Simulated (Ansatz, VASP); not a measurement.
## SbAs2: VASP beside Ansatz

File INCAR:

```
ALGO = Normal
EDIFF = 1E-7
EDIFFG = -0.04
ENCUT = 600
GGA = PE
IBRION = 2
ISIF = 3
ISMEAR = 0
LASPH = True
LCHARG = False
LREAL = False
LWAVE = False
NELM = 100
NSW = 90
PREC = Accurate
SIGMA = 0.1
```

Contents of KPOINTS:

```
k-points
0
Gamma
  4 4 4
```

The input POSCAR:

```
SbAs2
1.0
    0.0000000000      3.2396358569      3.2396358569
    3.2396358569      0.0000000000      3.2396358569
    3.2396358569      3.2396358569      0.0000000000
Sb As
1 2
Direct
    0.0000000000      0.0000000000      0.0000000000
    0.2500000000      0.2500000000      0.2500000000
    0.7500000000      0.7500000000      0.7500000000
```

Input for Ansatz:

```yaml
crystal:
  lattice:
    - [0.0, 3.2396358569, 3.2396358569]
    - [3.2396358569, 0.0, 3.2396358569]
    - [3.2396358569, 3.2396358569, 0.0]
  atoms:
    - { symbol: Sb, position: [0.0, 0.0, 0.0] }
    - { symbol: As, position: [0.25, 0.25, 0.25] }
    - { symbol: As, position: [0.75, 0.75, 0.75] }
basis:
  ecutwfc: 420
kpoints:
  mp_grid: { grid: [4, 4, 4] }
hamiltonian:
  xc: pbe
scf:
  occupations: { method: gaussian, width: 0.1 }
  lower_state_search: "off"
output:
  forces: true
  stress: true
  eigenvalues: true
relax:
  adjacent_minimum: "off"
  f_tol: 0.04
  max_steps: 70
  cell: { stress_tol: 0.4 }
```

Alike in both runs: task relaxation of cell and atoms; functional PBE; k mesh 4 × 4 × 4; occupations gaussian, width 0.1 eV; no spin polarisation.

|  | VASP | Ansatz |
| --- | --- | --- |
| version | VASP 6.6.1 | Ansatz 0.2.0 |
| potentials or method | VASP PAW PBE potentials, release 64 (Sb, As), cutoff 600 eV | scalar-relativistic, plane waves, PAW |
| valence electrons in the cell | 15 | 45 |

VASP gave:

| Quantity | Value |
| --- | --- |
| gap on the k mesh at the Fermi level, each at its own relaxed structure (eV) | none |
| relaxed volume (Å³/atom) | 26.13 |
| relaxed cell length with the largest relative difference (Å) | 4.804 |

Task: Estimate Ansatz's values.

Result: gap on the k mesh at the Fermi level, each at its own relaxed structure (eV): none; relaxed volume (Å³/atom): 26.15; relaxed cell length with the largest relative difference (Å): 4.805.

A gap of «none» marks a metal or a gap that the smearing closes. VASP's potentials hold 15 valence electrons a cell and Ansatz's 45, so a difference there can come from the potentials and not from the codes.

The k mesh is coarse, so the values compare programs but aren't converged. Neither program's run includes spin-orbit coupling. Noted on VASP's run: the volume moved by over 15 % at a fixed basis, so the end points are rough.
